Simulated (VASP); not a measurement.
# La in VASP: settings compared, part 2 of 2

VASP 6.6.1. The steps go on from the part before.

**5. Single point, LDA**

INCAR reads:

```
ALGO = Normal
EDIFF = 1E-7
ENCUT = 520
ISIF = 2
ISMEAR = 0
LASPH = True
LCHARG = False
LREAL = False
LWAVE = False
NBANDS = 12
NELM = 60
PREC = Accurate
SIGMA = 0.1
```

KPOINTS reads:

```
k-points
0
Gamma
  9 9 9
```

POSCAR reads:

```
La
1.0
   -2.1238310710      2.1238310710      2.1238310710
    2.1238310710     -2.1238310710      2.1238310710
    2.1238310710      2.1238310710     -2.1238310710
La
1
Direct
    0.0000000000      0.0000000000      0.0000000000
```

Potentials or basis: VASP PAW LDA potentials, release 64 (La).

Run with:

```
$ cat potpaw_LDA.64/La/POTCAR > POTCAR
$ mpirun -np 1 vasp_std > vasp.out
```

OUTCAR:

```text
EDIFF = 1E-7
   ENCUT = 520
   ISIF = 2
   ISMEAR = 0
   LASPH = True
   LREAL = False
   NELM = 60
   PREC = Accurate

 ion  position               nearest neighbor table
   1  0.000  0.000  0.000-

  LATTYP: Found a body centered cubic cell.
 ALAT       =     4.2476621420

  Lattice vectors:

 A1 = (  -2.1238310710,   2.1238310710,   2.1238310710)
 A2 = (   2.1238310710,  -2.1238310710,   2.1238310710)
 A3 = (   2.1238310710,   2.1238310710,  -2.1238310710)

Analysis of symmetry for initial positions (statically):
=====================================================================
 Subroutine PRICEL returns:
 Original cell was already a primitive cell.

 Routine SETGRP: Setting up the symmetry group for a
 body centered cubic supercell.

 Subroutine GETGRP returns: Found 48 space group operations
 (whereof 48 operations were pure point group operations)
 out of a pool of 48 trial point group operations.

The static configuration has the point symmetry O_h .

Analysis of symmetry for dynamics (positions and initial velocities):
[... 156 lines left out ...]

 E-fermi :   7.3562     XC(G=0):  -9.6393

 val. band max:        7.3189689698   @ k =   0.3333   0.1111   0.0000
 cond. band min:       7.3671482570   @ k =   0.3333   0.2222   0.0000
 fundamental gap:      0.0481792873
 Fermi energy:         7.3561561027

 k-point     1 :       0.0000    0.0000    0.0000
  band No.  band energies     occupation
      1     -25.4570      2.00000
      2      -8.4898      2.00000
      3      -8.4898      2.00000
      4      -8.4898      2.00000
      5       4.1432      2.00000
      6       8.6533      0.00000
      7       8.6533      0.00000
      8       8.6533      0.00000
      9       8.7850      0.00000
     10       8.7850      0.00000
     11       8.7851      0.00000
     12       9.3132      0.00000
[... 331 lines left out ...]
 k-point    24 :      -0.4444   -0.4444    0.1111
  band No.  band energies     occupation
      1     -25.2375      2.00000
      2      -9.6386      2.00000
      3      -9.0962      2.00000
      4      -8.6971      2.00000
      5       6.2990      2.00000
      6       7.5664      0.00295
      7       7.9094      0.00000
      8       8.5384      0.00000
      9       8.9162      0.00000
     10       9.0990      0.00000
     11       9.2469      0.00000
     12       9.2892      0.00000

 [... further k-points ...]
[... 5 lines left out ...]
  --------------------------------------------------------------------------------------
  -------------------------------------------------------------------------------------
  Total       -0.9338311     -0.9338311     -0.9338311      0.0000000      0.0000000      0.0000000
  in kB      -39.0444253    -39.0444253    -39.0444253      0.0000000      0.0000000      0.0000000
  external PRESSURE =     -39.0444253 kB  Pullay stress =       0.0000000 kB

 VOLUME and BASIS-vectors are now :
 -----------------------------------------------------------------------------
  energy-cutoff  :      520.00
  volume of cell :       38.32
      direct lattice vectors                 reciprocal lattice vectors
    -2.123831071  2.123831071  2.123831071     0.000000000  0.235423620  0.235423620
     2.123831071 -2.123831071  2.123831071     0.235423620  0.000000000  0.235423620
     2.123831071  2.123831071 -2.123831071     0.235423620  0.235423620  0.000000000

 POSITION                                       TOTAL-FORCE (eV/Angst)
 -----------------------------------------------------------------------------------
      0.00000      0.00000      0.00000         0.000000     -0.000000      0.000000
 -----------------------------------------------------------------------------------
    total drift:                                0.000000      0.000000     -0.000000

  FREE ENERGIE OF THE ION-ELECTRON SYSTEM (eV)
  ---------------------------------------------------
  free  energy   TOTEN  =        -5.3752468487 eV

  energy  without entropy=       -5.3567247358  energy(sigma->0) =       -5.36598579
```

stdout:

```text
POSCAR found type information on POSCAR La
 POSCAR found :  1 types and       1 ions
 scaLAPACK will be used
 LDA part: xc-table for (Slater(with rela. corr.)+CA(PZ))
 , standard interpolation
 POSCAR, INCAR and KPOINTS ok, starting setup
 FFT: planning ... GRIDC
 FFT: planning ... GRID_SOFT
 FFT: planning ... GRID
 WAVECAR not read
 entering main loop
```

It took 13 s on 1 thread of Intel Xeon 6975P-C, shared host; peak memory 0.16 GiB.

What came out:

* Free energy: -5.3752 eV
* Pressure: -3.9 GPa

Caveat: spin-orbit coupling is left out, which moves the levels of the heavy elements.

**6. Single point, PBEsol**

INCAR reads:

```
PREC = Accurate
ENCUT = 520
EDIFF = 1E-6
ISMEAR = 0
SIGMA = 0.05
LREAL = F
LASPH = T
NELM = 60
ALGO = Normal
ISIF = 2
LWAVE = F
LCHARG = F
GGA = PS
NBANDS = 12
```

KPOINTS reads:

```
Automatic mesh
0
Gamma
  9 9 9
```

POSCAR is that of step 5.

Potentials or basis: VASP PAW PBE potentials, release 64 (La).

Run with:

```
$ cat potpaw_PBE.64/La/POTCAR > POTCAR
$ mpirun -np 1 vasp_std > vasp.out
```

Wall time 14 s (1 thread of Intel Xeon 6975P-C, shared host); peak memory 0.17 GiB.

Results (log left out):

- Free energy: -5.1799 eV
- Pressure: -2.6 GPa

Levels at points of the mesh, in eV from the Fermi level:
| k point | band 1 | band 2 | band 3 | band 4 | band 5 | band 6 | band 7 | band 8 | band 9 | band 10 |
| --- | --- | --- | --- | --- | --- | --- | --- | --- | --- | --- |
| (0.00, 0.00, 0.00) | -32.90 | -15.88 | -15.88 | -15.88 | -3.25 | 1.45 | 1.45 | 1.45 | 1.51 | 1.51 |

Caveat: the PAW data sets were made with another functional, which shifts forces and pressure a little; spin-orbit coupling is left out, which moves the levels of the heavy elements.

**7. Overview**

```tsv
level	potentials or basis	cell	smearing	gap on the mesh (eV)	pressure (GPa)
PBEsol	VASP PAW PBE potentials, release 64 (La)	a = 3.700, b = 3.681, c = 3.619 Å, angles 109.3, 108.3, 110.0°, 1 atom	fermi-dirac 0.05 eV	none	-2.5
LDA	VASP PAW LDA potentials, release 64 (La)	a = 3.679 Å, angles 109.5°, 1 atom	fermi-dirac 0.05 eV	none	-3.9
RPBE	VASP PAW PBE potentials, release 64 (La)	a = 3.679 Å, angles 109.5°, 1 atom	gaussian 0.1 eV	none	0.7
LDA	VASP PAW LDA potentials, release 64 (La)	a = 3.679 Å, angles 109.5°, 1 atom	gaussian 0.1 eV	none	-3.9
PBEsol	VASP PAW PBE potentials, release 64 (La)	a = 3.679 Å, angles 109.5°, 1 atom	gaussian 0.05 eV	none	-2.6
```

Alike in all rows: task single point; no spin polarisation; k mesh 9 × 9 × 9; cutoff (eV) 520.

Caveats: spin-orbit coupling is left out, which moves the levels of the heavy elements; the PAW data sets were made with another functional, which shifts forces and pressure a little (some runs).

Absolute energies hang on the potentials; compare differences alone.
